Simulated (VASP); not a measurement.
A run of VASP 6.6.1 is set up as follows.

INCAR

```
SYSTEM = MgS
PREC = Accurate
ENCUT = 600
EDIFF = 1E-6
ISMEAR = 1
SIGMA = 0.05
LREAL = .FALSE.
LASPH = .TRUE.
NELM = 120
ALGO = Normal
ISIF = 2
LWAVE = .FALSE.
LCHARG = .TRUE.
GGA = PE
LELF = .TRUE.
LVHAR = .TRUE.
NBANDS = 11
GGA_COMPAT = .FALSE.
```

The input KPOINTS:

```
regular mesh
0
G
  6 6 6
  0 0 0
```

POSCAR

```
MgS
1.0
    0.0000000000      2.8308768389      2.8308768389
    2.8308768389      0.0000000000      2.8308768389
    2.8308768389      2.8308768389      0.0000000000
Mg S
1 1
Direct
    0.0000000000      0.0000000000      0.0000000000
    0.2500000000      0.2500000000      0.2500000000
```

Potentials or basis: VASP PAW PBE potentials, release 64 (Mg, S).

The run is started by

```console
$ cat potpaw_PBE.64/Mg/POTCAR potpaw_PBE.64/S/POTCAR > POTCAR
$ mpirun -np 1 vasp_std > vasp.out
```

Problem. What does it give for the band gap on the k mesh?

Solution. 3.46 eV.

Problem. What does it give for the pressure?

Solution. 1.0 GPa.

A k mesh can miss the band edges.
